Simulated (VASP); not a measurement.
# SnTe (F-43m) in VASP: further runs

The runs below take SnTe through single point, with BLYP, PBEsol, LDA.

Program: VASP 6.6.1. These are calculated values, not measurements. Logs are shortened: lines on timing, memory, paths and dates and some standing lists are left out, and cuts for length are marked.

### Step 1. The cell of the first run

The structure is cubic, space group F-43m (No. 216). The conventional cell has a = 7.222 Å, b = 7.222 Å, c = 7.222 Å, α = 90.00°, β = 90.00°, γ = 90.00°. Sn (site symmetry -43m) has 4 Te at 3.13 Å within 4.1 Å. Within 4.1 Å of Te (site symmetry -43m) lie 4 Sn at 3.13 Å.

### Step 2. Single point, BLYP

The input, INCAR:

```
SYSTEM = SnTe
PREC = Accurate ; ENCUT = 520
EDIFF = 1E-6 ; ISMEAR = 0
SIGMA = 0.01 ; LREAL = .FALSE.
LASPH = .TRUE. ; NELM = 100
ALGO = Normal ; ISIF = 2
LWAVE = .FALSE. ; LCHARG = .FALSE.
GGA = B5 ; ALDAX = 1.0
AGGAX = 1.0 ; AGGAC = 1.0
ALDAC = 0.0 ; NBANDS = 17
```

The input, KPOINTS:

```
regular mesh
0
G
  6 6 6
  0 0 0
```

The input, POSCAR:

```
SnTe
1.0
    0.0000000000      3.6111460000      3.6111460000
    3.6111460000      0.0000000000      3.6111460000
    3.6111460000      3.6111460000      0.0000000000
Sn Te
1 1
Direct
    0.0000000000      0.0000000000      0.0000000000
    0.7500000000      0.7500000000      0.7500000000
```

Potentials or basis: VASP PAW PBE potentials, release 64 (Sn_d, Te).

On the command line:

```console
$ cat potpaw_PBE.64/Sn_d/POTCAR potpaw_PBE.64/Te/POTCAR > POTCAR
$ mpirun -np 1 vasp_std > vasp.out
```

OUTCAR:

```text
SYSTEM = SnTe
   PREC = Accurate
   ENCUT = 520
   EDIFF = 1E-6
   ISMEAR = 0
   LREAL = .FALSE.
   LASPH = .TRUE.
   NELM = 100
   ISIF = 2
   GGA = B5

 ion  position               nearest neighbor table
   1  0.000  0.000  0.000-   2 3.13   2 3.13   2 3.13   2 3.13
   2  0.750  0.750  0.750-   1 3.13   1 3.13   1 3.13   1 3.13

  LATTYP: Found a face centered cubic cell.
 ALAT       =     7.2222920000

  Lattice vectors:

 A1 = (   0.0000000000,   3.6111460000,   3.6111460000)
 A2 = (   3.6111460000,   0.0000000000,   3.6111460000)
 A3 = (   3.6111460000,   3.6111460000,   0.0000000000)

Analysis of symmetry for initial positions (statically):
=====================================================================
 Subroutine PRICEL returns:
 Original cell was already a primitive cell.

 Routine SETGRP: Setting up the symmetry group for a
 face centered cubic supercell.

 Subroutine GETGRP returns: Found 24 space group operations
 (whereof 24 operations were pure point group operations)
 out of a pool of 48 trial point group operations.

The static configuration has the point symmetry T_d .

Analysis of symmetry for dynamics (positions and initial velocities):
=====================================================================
 Subroutine PRICEL returns:
 Original cell was already a primitive cell.

 Routine SETGRP: Setting up the symmetry group for a
 face centered cubic supercell.

 Subroutine GETGRP returns: Found 24 space group operations
 (whereof 24 operations were pure point group operations)
 out of a pool of 48 trial point group operations.

The dynamic configuration has the point symmetry T_d .

 Subroutine INISYM returns: Found 24 space group operations
 (whereof 24 operations are pure point group operations),
 and found     1 'primitive' translations

----------------------------------------------------------------------------------------

                                     Primitive cell

  volume of cell :      94.1814

  direct lattice vectors                    reciprocal lattice vectors
     0.000000000  3.611146000  3.611146000    -0.138460201  0.138460201  0.138460201
     3.611146000  0.000000000  3.611146000     0.138460201 -0.138460201  0.138460201
     3.611146000  3.611146000  0.000000000     0.138460201  0.138460201 -0.138460201

  length of vectors
     5.106931649  5.106931649  5.106931649     0.239820102  0.239820102  0.239820102

[... 70 lines left out ...]
   NELM   =    100;   NELMIN=  2; NELMDL= -5     # of ELM steps
   EDIFF  = 0.1E-05   stopping-criterion for ELM
   LREAL  =      F    real-space projection
   EDIFFG = 0.1E-04   stopping-criterion for IOM
   NSW    =      0    number of steps for IOM
   IBRION =     -1    ionic relax: 0-MD 1-quasi-New 2-CG
   NFREE  =      0    steps in history (QN), initial steepest desc. (CG)
   ISIF   =      2    stress and relaxation
   ISYM   =      2    0-nonsym 1-usesym 2-fastsym
   POTIM  = 0.5000    time-step for ionic-motion
   TEBEG  =    0.0;   TEEND  =   0.0 temperature during run
   PSTRESS=    0.0 pullay stress
   NELECT =      20.0000    total number of electrons
   NUPDOWN=      -1.0000    fix difference up-down
   EMIN   =  10.00;   EMAX   =-10.00  energy-range for DOS
   EFERMI =   0.00;   METHOD = LEGACY
   ISMEAR =     0;   SIGMA  =   0.01  broadening in eV -4-tet -1-fermi 0-gaus
   EFERMI_NEDOS =   21; number of points for ismear=-14 and -15
   IALGO  =     38    algorithm
   IMIX   =      4    mixing-type and parameters
     AMIX     =   0.40;   BMIX     =  1.00
     AMIX_MAG =   1.60;   BMIX_MAG =  1.00
  volume/ion in A,a.u.               =      47.09       317.78
  Fermi-wavevector in a.u.,A,eV,Ry     =   0.976704  1.845704 12.979296  0.953951
  Thomas-Fermi vector in A             =   2.107344
   LORBIT       =      0    0 simple, 1 ext, 2 COOP (PROOUT), +10 PAW based schemes
   GGA     = B5    functional components
   LHFCALC =     F    Hartree Fock is set to
   AEXX    =    0.0000 exact exchange contribution
   IVDW    =     0    specifies the selected vdW correction
   LEPSILON=     F    determine dielectric tensor
   LRPA    =     F    only Hartree local field effects (RPA)
 non-spin polarized calculation
 Gauss-broadening in eV      SIGMA  =   0.01
  energy-cutoff  :      520.00
  volume of cell :       94.18
 maximum number of plane-waves:      2637
 NGX is ok and might be reduce to    40
   NGX = 19   NGY = 19   NGZ = 19

 number of electron      19.9999999 magnetization

 Free energy of the ion-electron system (eV)
  ---------------------------------------------------
  ext. energy  EPLUGINS =         0.00000000
  ---------------------------------------------------
  free energy    TOTEN  =        -6.10451054 eV

  energy without entropy =       -6.10451054  energy(sigma->0) =       -6.10451054

 E-fermi :   3.4934     XC(G=0):  -6.9719

 val. band max:        3.3753941115   @ k =  -0.3333   0.5000   0.1667
 cond. band min:       3.6921767177   @ k =   0.5000   0.5000   0.0000
 fundamental gap:      0.3167826061
 Fermi energy:         3.4934024371

 k-point     1 :       0.0000    0.0000    0.0000
  band No.  band energies     occupation
      1     -18.2100      2.00000
      2     -18.2100      2.00000
      3     -18.2100      2.00000
      4     -18.1987      2.00000
      5     -18.1987      2.00000
      6      -7.9760      2.00000
[... 297 lines left out ...]
      4     -18.1992      2.00000
      5     -18.1981      2.00000
      6      -7.2158      2.00000
[... 9 lines left out ...]
     16      11.5141      0.00000
     17      11.5922      0.00000

------------------------ aborting loop because EDIFF is reached ----------------------------------------

  FORCE on cell =-STRESS in cart. coord.  units (eV):
  Direction    XX          YY          ZZ          XY          YZ          ZX
  --------------------------------------------------------------------------------------
  -------------------------------------------------------------------------------------
  Total        0.9569564      0.9569564      0.9569564     -0.0000000      0.0000000     -0.0000000
  in kB       16.2793696     16.2793696     16.2793696     -0.0000000      0.0000000     -0.0000000
  external PRESSURE =      16.2793696 kB  Pullay stress =       0.0000000 kB

 VOLUME and BASIS-vectors are now :
 -----------------------------------------------------------------------------
  energy-cutoff  :      520.00
  volume of cell :       94.18
      direct lattice vectors                 reciprocal lattice vectors
     0.000000000  3.611146000  3.611146000    -0.138460201  0.138460201  0.138460201
     3.611146000  0.000000000  3.611146000     0.138460201 -0.138460201  0.138460201
     3.611146000  3.611146000  0.000000000     0.138460201  0.138460201 -0.138460201

 POSITION                                       TOTAL-FORCE (eV/Angst)
 -----------------------------------------------------------------------------------
      0.00000      0.00000      0.00000         0.000000      0.000000      0.000000
      5.41672      5.41672      5.41672        -0.000000     -0.000000     -0.000000
 -----------------------------------------------------------------------------------
    total drift:                               -0.000000     -0.000000     -0.000000

  FREE ENERGIE OF THE ION-ELECTRON SYSTEM (eV)
  ---------------------------------------------------
  free  energy   TOTEN  =        -6.1045105421 eV

  energy  without entropy=       -6.1045105421  energy(sigma->0) =       -6.10451054
```

stdout:

```text
POSCAR found type information on POSCAR SnTe
 POSCAR found :  2 types and       2 ions
 scaLAPACK will be used
 -----------------------------------------------------------------------------
|                                                                             |
|                                                                             |
|     You enforced a specific xc type in the INCAR file but a different       |
|     I HOPE YOU KNOW WHAT YOU ARE DOING!                                     |
|                                                                             |
 -----------------------------------------------------------------------------

 LDA part: xc-table for (Slater(with rela. corr.)+VWN5), standard interpolation
 POSCAR, INCAR and KPOINTS ok, starting setup
 FFT: planning ... GRIDC
 FFT: planning ... GRID_SOFT
 FFT: planning ... GRID
 WAVECAR not read
 entering main loop
```

It used 36 s of CPU time on 1 thread of Intel Xeon 6975P-C, on a shared host.

Results:

| Quantity | Value |
| --- | --- |
| Free energy | -6.1045 eV |
| Pressure | 1.6 GPa |
| Band gap on the k mesh | 0.32 eV, indirect (least direct gap 0.81 eV) |

Levels at points of the mesh, in eV from the valence-band top:
| k point | band 8 | band 9 | band 10 | band 11 | band 12 | band 13 |
| --- | --- | --- | --- | --- | --- | --- |
| (0.00, 0.00, 0.00) | -1.72 | -1.72 | -1.72 | 1.17 | 1.17 | 1.17 |
| (0.50, 0.00, 0.00) | -2.25 | -2.25 | -1.87 | 1.98 | 1.98 | 3.53 |
| (0.50, 0.50, 0.00) | -2.91 | -2.91 | -0.50 | 0.32 | 3.99 | 3.99 |

Caveat: the PAW data sets were made with another functional, which shifts forces and pressure a little; spin-orbit coupling is left out, which moves the levels of the heavy elements. A k mesh can miss the band edges.

### Step 3. Single point, PBEsol

The input, INCAR:

```
SYSTEM = SnTe
  ALGO = Normal
  EDIFF = 1E-6
  ENCUT = 520
  GGA = PS
  ISIF = 2
  ISMEAR = 0
  LASPH = .True.
  LCHARG = .True.
  LELF = .True.
  LREAL = .False.
  LVHAR = .True.
  LWAVE = .False.
  NBANDS = 17
  NELM = 60
  PREC = Accurate
  SIGMA = 0.01
```

The input, KPOINTS:

```
k-points
0
Gamma
  6 6 6
  0 0 0
```

POSCAR is that of step 2.

Potentials or basis: VASP PAW PBE potentials, release 64 (Sn_d, Te).

On the command line:

```console
$ cat potpaw_PBE.64/Sn_d/POTCAR potpaw_PBE.64/Te/POTCAR > POTCAR
$ mpirun -np 1 vasp_std > vasp.out
```

It took 38 s on 1 thread of Intel Xeon 6975P-C, shared host; peak memory 0.25 GiB.

The run converged. Its results:

* Free energy: -7.6019 eV
* Pressure: -1.4 GPa
* Band gap on the k mesh: 0.23 eV, indirect (least direct gap 0.76 eV)

Levels at points of the mesh, in eV from the valence-band top:
| k point | band 8 | band 9 | band 10 | band 11 | band 12 | band 13 |
| --- | --- | --- | --- | --- | --- | --- |
| (0.00, 0.00, 0.00) | -1.76 | -1.76 | -1.76 | 1.16 | 1.16 | 1.16 |
| (0.50, 0.00, 0.00) | -2.30 | -2.30 | -1.90 | 1.96 | 1.96 | 3.54 |
| (0.50, 0.50, 0.00) | -2.96 | -2.96 | -0.53 | 0.23 | 4.03 | 4.03 |

Caveat: the PAW data sets were made with another functional, which shifts forces and pressure a little; spin-orbit coupling is left out, which moves the levels of the heavy elements. A k mesh can miss the band edges.

### Step 4. Single point, LDA

The input, INCAR:

```
ALGO = Normal
EDIFF = 1E-7
ENCUT = 520
GGA = CA
ISIF = 2
ISMEAR = 0
LASPH = T
LCHARG = F
LREAL = F
LWAVE = F
NBANDS = 17
NELM = 80
PREC = Accurate
SIGMA = 0.01
```

The input, KPOINTS:

```
k-points
0
Gamma
  6 6 6
```

POSCAR is that of step 3.

Potentials or basis: VASP PAW LDA potentials, release 64 (Sn_d, Te).

On the command line:

```console
$ cat potpaw_LDA.64/Sn_d/POTCAR potpaw_LDA.64/Te/POTCAR > POTCAR
$ mpirun -np 1 vasp_std > vasp.out
```

It used 25 s of CPU time on 1 thread of Intel Xeon 6975P-C (shared host).

It converged, with:

```yaml
Free_energy: -7.9944 eV
Pressure: -2.1 GPa
Band_gap_on_the_k_mesh: 0.19 eV, indirect (least direct gap 0.72 eV)
```

Levels at points of the mesh, in eV from the valence-band top:
```csv
k point,band 6,band 7,band 8,band 9,band 10,band 11,band 12,band 13,band 14,band 15
"(0.00, 0.00, 0.00)",-11.38,-5.11,-1.73,-1.73,-1.73,1.15,1.15,1.15,4.06,6.62
"(0.50, 0.00, 0.00)",-10.84,-6.88,-2.27,-2.27,-1.92,1.95,1.95,3.49,5.64,6.39
"(0.50, 0.50, 0.00)",-10.63,-7.24,-2.93,-2.93,-0.53,0.19,4.00,4.00,5.46,6.44
```

Caveat: spin-orbit coupling is left out, which moves the levels of the heavy elements.

### Step 5. The runs side by side

```tsv
level	potentials or basis	gap on the mesh (eV)	pressure (GPa)
BLYP	VASP PAW PBE potentials, release 64 (Sn_d, Te)	0.32	1.6
PBEsol	VASP PAW PBE potentials, release 64 (Sn_d, Te)	0.23	-1.4
LDA	VASP PAW LDA potentials, release 64 (Sn_d, Te)	0.19	-2.1
```

Alike in all rows: task single point; no spin polarisation; cell as given; k mesh 6 × 6 × 6; cutoff (eV) 520; smearing gaussian 0.01 eV.

Caveats: spin-orbit coupling is left out, which moves the levels of the heavy elements; the PAW data sets were made with another functional, which shifts forces and pressure a little (some runs).

Total energies depend on the potentials used, so only differences within one code and one set of settings carry meaning.
